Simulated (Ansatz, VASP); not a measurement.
## Two plane-wave programs on Sc

Contents of INCAR:

```
SYSTEM = Sc
PREC = Accurate
ENCUT = 520
EDIFF = 1E-6
ISMEAR = -1
SIGMA = 0.05
LREAL = .False.
LASPH = .True.
NELM = 80
ALGO = Normal
ISIF = 2
LWAVE = .False.
LCHARG = .False.
GGA = PE
NBANDS = 12
```

KPOINTS

```
Automatic mesh
0
Gamma
  16 16 16
  0 0 0
```

File POSCAR:

```
Sc
1.0
   -1.7075383128      1.7075383128      1.7075383128
    1.7075383128     -1.7075383128      1.7075383128
    1.7075383128      1.7075383128     -1.7075383128
Sc
1
Direct
    0.0000000000      0.0000000000      0.0000000000
```

Input for Ansatz:

```yaml
crystal:
  lattice:
    - [-1.7075383128, 1.7075383128, 1.7075383128]
    - [1.7075383128, -1.7075383128, 1.7075383128]
    - [1.7075383128, 1.7075383128, -1.7075383128]
  atoms:
    - { symbol: Sc, position: [0.0, 0.0, 0.0] }
kpoints:
  mp_grid: { grid: [16, 16, 16] }
  band_path:
    path:
      - [0.0, 0.0, 0.0]
      - [0.5, -0.5, 0.5]
      - [0.0, 0.0, 0.5]
      - [0.0, 0.0, 0.0]
      - [0.25, 0.25, 0.25]
      - [0.5, -0.5, 0.5]
      - [0.25, 0.25, 0.25]
      - [0.0, 0.0, 0.5]
    npoints: 8
scf:
  occupations: { method: fermi_dirac, width: 0.05 }
  mixing: { preconditioner: ldos }
hamiltonian:
  xc: pbe
  pseudopotentials: { kind: paw }
output:
  forces: true
  stress: true
  eigenvalues: true
  populations: true
```

Alike in both runs: task single point; functional PBE; k mesh 16 × 16 × 16; occupations fermi-dirac, width 0.05 eV; no spin polarisation.

```csv
,VASP,Ansatz
version,VASP 6.6.1,Ansatz 0.2.0
potentials or method,"VASP PAW PBE potentials, release 64 (Sc_sv)","PAW with Ansatz's default frozen-core files, scalar-relativistic"
plane-wave cutoff (eV),520,420
valence electrons in the cell,11,11
```

```tsv
	VASP	Ansatz	Ansatz less VASP
gap on the k mesh at the Fermi level (eV)	none	none	-
pressure (GPa)	16.7	16.6	-0.10
```

A gap of «none» marks a metal or a gap that the smearing closes. The functional is the same, so the differences come from potentials, cutoffs and numerics.
